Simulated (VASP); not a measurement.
# SiC (P6_3mc) in VASP: relaxation of cell and atoms with r2SCAN

Aim: the relaxation of cell and atoms of SiC with r2SCAN.

All numbers are computed with VASP 6.6.1; they aren't measurements. Logs are shortened: lines on timing, memory, paths and dates and some standing lists are left out, and cuts for length are marked.

### Step 1. The cell of the first run

It takes space group P6_3mc (No. 186, hexagonal). Conventional cell: a = 3.094 Å, b = 3.094 Å, c = 10.130 Å, α = 90.00°, β = 90.00°, γ = 120.00°. Si (site symmetry 3m) has 4 C at 1.90 Å within 2.5 Å. Within 2.5 Å of Si (site symmetry 3m) lie 4 C at 1.89 to 1.90 Å. Within 2.5 Å of C (site symmetry 3m) lie 4 Si at 1.89 to 1.90 Å. C (site symmetry 3m) has 4 Si at 1.90 Å within 2.5 Å.

### Step 2. Relaxation of cell and atoms, r2SCAN

File POSCAR:

```
SiC
1.0
    3.0940914225      0.0000000000      0.0000000000
   -1.5470457112      2.6795617735      0.0000000000
    0.0000000000      0.0000000000     10.1296046825
Si C
4 4
Direct
    0.6666666667      0.3333333333      0.9378481361
    0.3333333333      0.6666666667      0.4378481361
    0.0000000000      0.0000000000      0.6878946538
    0.0000000000      0.0000000000      0.1878946538
    0.6666666667      0.3333333333      0.7498045638
    0.3333333333      0.6666666667      0.2498045638
    0.0000000000      0.0000000000      0.5004516463
    0.0000000000      0.0000000000      0.0004516463
```

File INCAR.step1:

```
SYSTEM = SiC
  PREC = Accurate
  ENCUT = 600
  ISMEAR = -1
  SIGMA = 0.02
  LREAL = .False.
  LASPH = .True.
  NELM = 60
  GGA = PE
  ALGO = Normal
  EDIFF = 1E-4
  LWAVE = .True.
  LCHARG = .False.
```

File INCAR.step2:

```
SYSTEM = SiC
  PREC = Accurate
  ENCUT = 600
  EDIFF = 1E-7
  ISMEAR = -1
  SIGMA = 0.02
  LREAL = .False.
  LASPH = .True.
  NELM = 60
  ALGO = Normal
  ISIF = 3
  LWAVE = .False.
  LCHARG = .False.
  METAGGA = R2SCAN
  LMIXTAU = .True.
  IBRION = 2
  NSW = 80
  EDIFFG = -0.005
  ISTART = 1
```

File KPOINTS:

```
regular mesh
0
Gamma
  12 12 2
  0 0 0
```

Potentials or basis: VASP PAW PBE potentials, release 64 (Si, C).

The run is started by

```console
$ cat potpaw_PBE.64/Si/POTCAR potpaw_PBE.64/C/POTCAR > POTCAR
$ cp INCAR.step1 INCAR
$ mpirun -np 1 vasp_std > vasp.out
$ cp INCAR.step2 INCAR
$ mpirun -np 1 vasp_std > vasp.out
```

OUTCAR:

```text
SYSTEM = SiC
   PREC = Accurate
   ENCUT = 600
   EDIFF = 1E-7
   ISMEAR = -1
   LREAL = .False.
   LASPH = .True.
   NELM = 60
   ISIF = 3
   METAGGA = R2SCAN
   IBRION = 2
   NSW = 80
   EDIFFG = -0.005
   ISTART = 1

 ion  position               nearest neighbor table
   1  0.667  0.333  0.938-   8 1.90   8 1.90   8 1.90   5 1.90   3 3.10   3 3.10   3 3.10   4 3.10
                             4 3.10   4 3.10
   2  0.333  0.667  0.438-   7 1.90   7 1.90   7 1.90   6 1.90   4 3.10   4 3.10   4 3.10   3 3.10
                             3 3.10   3 3.10
   3  0.000  0.000  0.688-   5 1.89   5 1.89   5 1.89   7 1.90   1 3.10   1 3.10   1 3.10   2 3.10
                             2 3.10   2 3.10
   4  0.000  0.000  0.188-   6 1.89   6 1.89   6 1.89   8 1.90   2 3.10   2 3.10   2 3.10   1 3.10
                             1 3.10   1 3.10
   5  0.667  0.333  0.750-   3 1.89   3 1.89   3 1.89   1 1.90
   6  0.333  0.667  0.250-   4 1.89   4 1.89   4 1.89   2 1.90
   7  0.000  0.000  0.500-   2 1.90   2 1.90   2 1.90   3 1.90
   8  0.000  0.000  0.000-   1 1.90   1 1.90   1 1.90   4 1.90

  LATTYP: Found a hexagonal cell.
 ALAT       =     3.0940914225
 C/A-ratio  =     3.2738543564

  Lattice vectors:

 A1 = (   3.0940914225,   0.0000000000,   0.0000000000)
 A2 = (  -1.5470457112,   2.6795617735,   0.0000000000)
 A3 = (   0.0000000000,   0.0000000000,  10.1296046825)

Analysis of symmetry for initial positions (statically):
=====================================================================
 Subroutine PRICEL returns:
 Original cell was already a primitive cell.

 Routine SETGRP: Setting up the symmetry group for a
 hexagonal supercell.

 Subroutine GETGRP returns: Found 12 space group operations
 (whereof  6 operations were pure point group operations)
 out of a pool of 24 trial point group operations.

The static configuration has the point symmetry C_3v.
 The point group associated with its full space group is C_6v.

Analysis of symmetry for dynamics (positions and initial velocities):
=====================================================================
 Subroutine PRICEL returns:
 Original cell was already a primitive cell.

 Routine SETGRP: Setting up the symmetry group for a
 hexagonal supercell.

 Subroutine GETGRP returns: Found 12 space group operations
 (whereof  6 operations were pure point group operations)
 out of a pool of 24 trial point group operations.

The dynamic configuration has the point symmetry C_3v.
 The point group associated with its full space group is C_6v.

 Subroutine INISYM returns: Found 12 space group operations
 (whereof  6 operations are pure point group operations),
 and found     1 'primitive' translations

----------------------------------------------------------------------------------------

                                     Primitive cell

  volume of cell :      83.9826

  direct lattice vectors                    reciprocal lattice vectors
     3.094091423  0.000000000  0.000000000     0.323196656  0.186597676  0.000000000
    -1.547045711  2.679561774  0.000000000     0.000000000  0.373195352  0.000000000
     0.000000000  0.000000000 10.129604683     0.000000000  0.000000000  0.098720536

  length of vectors
     3.094091423  3.094091422 10.129604683     0.373195352  0.373195352  0.098720536

  position of ions in fractional coordinates (direct lattice)
     0.666666667  0.333333333  0.937848136
     0.333333333  0.666666667  0.437848136
     0.000000000  0.000000000  0.687894654
     0.000000000  0.000000000  0.187894654
     0.666666667  0.333333333  0.749804564
     0.333333333  0.666666667  0.249804564
     0.000000000  0.000000000  0.500451646
     0.000000000  0.000000000  0.000451646

  ion indices of the primitive-cell ions
   primitive index   ion index
                 1           1
                 2           2
                 3           3
                 4           4
                 5           5
                 6           6
                 7           7
                 8           8

----------------------------------------------------------------------------------------

 KPOINTS: regular mesh

Automatic generation of k-mesh.
 Grid dimensions read from file:
 generate k-points for:   12   12    2

 Generating k-lattice:

  Cartesian coordinates                     Fractional coordinates (reciprocal lattice)
     0.026933055  0.015549806  0.000000000     0.083333333  0.000000000  0.000000000
     0.000000000  0.031099613  0.000000000     0.000000000  0.083333333  0.000000000
     0.000000000  0.000000000  0.049360268     0.000000000  0.000000000  0.500000000

  Length of vectors
     0.031099613  0.031099613  0.049360268

  Shift w.r.t. Gamma in fractional coordinates (k-lattice)
     0.000000000  0.000000000  0.000000000

 Subroutine IBZKPT returns following result:
 ===========================================

 Found     38 irreducible k-points:

 Following reciprocal coordinates:
            Coordinates               Weight
  0.000000  0.000000  0.000000      1.000000
  0.083333  0.000000  0.000000      6.000000
  0.166667  0.000000  0.000000      6.000000
  0.250000 -0.000000  0.000000      6.000000
  0.333333  0.000000  0.000000      6.000000
  0.416667  0.000000  0.000000      6.000000
[... 16 lines left out ...]
  0.250000 -0.000000  0.500000      6.000000
  0.333333  0.000000  0.500000      6.000000
 [... further k-points ...]
   k-points           NKPTS =     38   k-points in BZ     NKDIM =     38   number of bands    NBANDS=     21
   number of dos      NEDOS =    301   number of ions     NIONS =      8
   total plane-waves  NPLWV =  65856
   dimension x,y,z NGX =    28 NGY =   28 NGZ =   84
   dimension x,y,z NGXF=    56 NGYF=   56 NGZF=  168
   ions per type =               4   4
   NGX,Y,Z   is equivalent  to a cutoff of  15.04, 15.04, 13.79 a.u.
   NGXF,Y,Z  is equivalent  to a cutoff of  30.09, 30.09, 27.57 a.u.
 SYSTEM =  SiC
   PREC   = accura    normal or accurate (medium, high low for compatibility)
   ISTART =      1    job   : 0-new  1-cont  2-samecut
   ICHARG =      0    charge: 1-file 2-atom 10-const
   ISPIN  =      1    spin polarized calculation?
   LNONCOLLINEAR =      F non collinear calculations
   LSORBIT =      F    spin-orbit coupling
   LASPH  =      T    aspherical Exc in radial PAW
   ENCUT  =  600.0 eV  44.10 Ry    6.64 a.u.   6.18  6.18 20.23*2*pi/ulx,y,z
   NELM   =     60;   NELMIN=  2; NELMDL=  0     # of ELM steps
   EDIFF  = 0.1E-06   stopping-criterion for ELM
   LREAL  =      F    real-space projection
   EDIFFG = -.5E-02   stopping-criterion for IOM
   NSW    =     80    number of steps for IOM
   IBRION =      2    ionic relax: 0-MD 1-quasi-New 2-CG
   NFREE  =      1    steps in history (QN), initial steepest desc. (CG)
   ISIF   =      3    stress and relaxation
   ISYM   =      2    0-nonsym 1-usesym 2-fastsym
   POTIM  = 0.5000    time-step for ionic-motion
   TEBEG  =    0.0;   TEEND  =   0.0 temperature during run
   PSTRESS=    0.0 pullay stress
   NELECT =      32.0000    total number of electrons
   NUPDOWN=      -1.0000    fix difference up-down
   EMIN   =  10.00;   EMAX   =-10.00  energy-range for DOS
   EFERMI =   0.00;   METHOD = LEGACY
   ISMEAR =    -1;   SIGMA  =   0.02  broadening in eV -4-tet -1-fermi 0-gaus
   EFERMI_NEDOS =   21; number of points for ismear=-14 and -15
   IALGO  =     38    algorithm
   IMIX   =      4    mixing-type and parameters
     AMIX     =   0.40;   BMIX     =  1.00
     AMIX_MAG =   1.60;   BMIX_MAG =  1.00
  volume/ion in A,a.u.               =      10.50        70.84
  Fermi-wavevector in a.u.,A,eV,Ry     =   1.186848  2.242817 19.165270  1.408608
  Thomas-Fermi vector in A             =   2.323012
   LORBIT       =      0    0 simple, 1 ext, 2 COOP (PROOUT), +10 PAW based schemes
   METAGGA = R2SCAN    functional components
   LHFCALC =     F    Hartree Fock is set to
   AEXX    =    0.0000 exact exchange contribution
   IVDW    =     0    specifies the selected vdW correction
   LEPSILON=     F    determine dielectric tensor
   LRPA    =     F    only Hartree local field effects (RPA)
 conjugate gradient relaxation of ions
 non-spin polarized calculation
  energy-cutoff  :      600.00
  volume of cell :       83.98
 maximum number of plane-waves:      2820
 NGX is ok and might be reduce to    28
   NGX = 13   NGY = 13   NGZ = 41

--------------------------------------- Ionic step        1  -------------------------------------------

 number of electron      32.0000000 magnetization

 Free energy of the ion-electron system (eV)
  ---------------------------------------------------
  ext. energy  EPLUGINS =         0.00000000
  ---------------------------------------------------
  free energy    TOTEN  =       -77.29951893 eV

  energy without entropy =      -77.29951893  energy(sigma->0) =      -77.29951893

------------------------ aborting loop because EDIFF is reached ----------------------------------------

  FORCE on cell =-STRESS in cart. coord.  units (eV):
  Direction    XX          YY          ZZ          XY          YZ          ZX
  --------------------------------------------------------------------------------------
  -------------------------------------------------------------------------------------
  Total       -2.0417891     -2.0417891     -1.9777852     -0.0000000      0.0000000      0.0000000
  in kB      -38.9522057    -38.9522057    -37.7311712     -0.0000000      0.0000000      0.0000000
  external PRESSURE =     -38.5451942 kB  Pullay stress =       0.0000000 kB
[... 195 lines left out ...]
  energy  without entropy=      -77.3173346404  energy(sigma->0) =      -77.31733464

--------------------------------------- Ionic step        6  -------------------------------------------

 number of electron      31.9999999 magnetization

 Free energy of the ion-electron system (eV)
  ---------------------------------------------------
  ext. energy  EPLUGINS =         0.00000000
  ---------------------------------------------------
  free energy    TOTEN  =       -77.31734068 eV

  energy without entropy =      -77.31734068  energy(sigma->0) =      -77.31734068

 E-fermi :   8.4699     XC(G=0): -11.9440

 val. band max:        8.0856131640   @ k =   0.0000   0.0000   0.0000
 cond. band min:      10.6964803116   @ k =   0.5000  -0.0000   0.0000
 fundamental gap:      2.6108671476
 Fermi energy:         8.4699009397

 k-point     1 :       0.0000    0.0000    0.0000
  band No.  band energies     occupation
      1      -8.1979      2.00000
      2      -6.9788      2.00000
      3      -6.9402      2.00000
      4      -4.5622      2.00000
      5      -0.8288      2.00000
      6       3.5142      2.00000
[... 550 lines left out ...]
      5       0.7694      2.00000
      6       0.7694      2.00000
[... 13 lines left out ...]
     20      13.4955      0.00000
     21      14.8848      0.00000

 [... further k-points ...]

------------------------ aborting loop because EDIFF is reached ----------------------------------------

  FORCE on cell =-STRESS in cart. coord.  units (eV):
  Direction    XX          YY          ZZ          XY          YZ          ZX
  --------------------------------------------------------------------------------------
  -------------------------------------------------------------------------------------
  Total       -0.0003452     -0.0003452      0.0028981     -0.0000000      0.0000000     -0.0000000
  in kB       -0.0067023     -0.0067023      0.0562673     -0.0000000      0.0000000     -0.0000000
  external PRESSURE =       0.0142876 kB  Pullay stress =       0.0000000 kB
[... 23 lines left out ...]
  FREE ENERGIE OF THE ION-ELECTRON SYSTEM (eV)
  ---------------------------------------------------
  free  energy   TOTEN  =       -77.3173406751 eV

  energy  without entropy=      -77.3173406751  energy(sigma->0) =      -77.31734068

 reached required accuracy - stopping structural energy minimisation
```

Wall time 23 min (1 thread of AMD EPYC 7R13 (Zen 3), shared host); peak memory 0.27 GiB.

Results:

| Property | Result |
| --- | --- |
| Free energy | -77.3173 eV |
| Relaxed volume | 10.32 Å³/atom |
| Relaxed cell | a = 3.076 Å, b = 3.076 Å, c = 10.071 Å, α = 90.00°, β = 90.00°, γ = 120.00° |
| Space group after relaxing (to 0.1 Å) | P6_3mc (No. 186) |
| Energy gained by relaxing | 2.2 meV/atom |
| Ionic steps | 6 |
| Pressure after relaxing | 0.0 GPa |
| Band gap on the k mesh | 2.61 eV (least direct gap 3.79 eV) |

The path:
| step | energy change (eV) | largest force (eV/Å) | pressure (GPa) | volume (Å³) |
| --- | --- | --- | --- | --- |
| 1 | 0.0000 | 0.0047 | -3.85 | 83.98 |
| 2 | 0.0041 | 0.0201 | 4.54 | 80.95 |
| 3 | -0.0178 | 0.0065 | -0.01 | 82.53 |
| 4 | -0.0178 | 0.0068 | 0.07 | 82.50 |
| 5 | -0.0178 | 0.0060 | -0.06 | 82.54 |
| 6 | -0.0178 | 0.0006 | 0.00 | 82.52 |

Final structure:
```xyz
8
Lattice="3.0759 0.0000 0.0000 -1.5380 2.6638 0.0000 0.0000 0.0000 10.0714" Properties=species:S:1:pos:R:3 pbc="T T T"
Si    1.5380    0.8879    9.4454
Si    0.0000    1.7759    4.4097
Si    0.0000    0.0000    6.9279
Si    0.0000    0.0000    1.8923
C     1.5380    0.8879    7.5515
C     0.0000    1.7759    2.5158
C     0.0000    0.0000    5.0404
C     0.0000    0.0000    0.0047
```

Caveat: the PAW data sets were made with another functional, which shifts forces and pressure a little. A k mesh can miss the band edges.
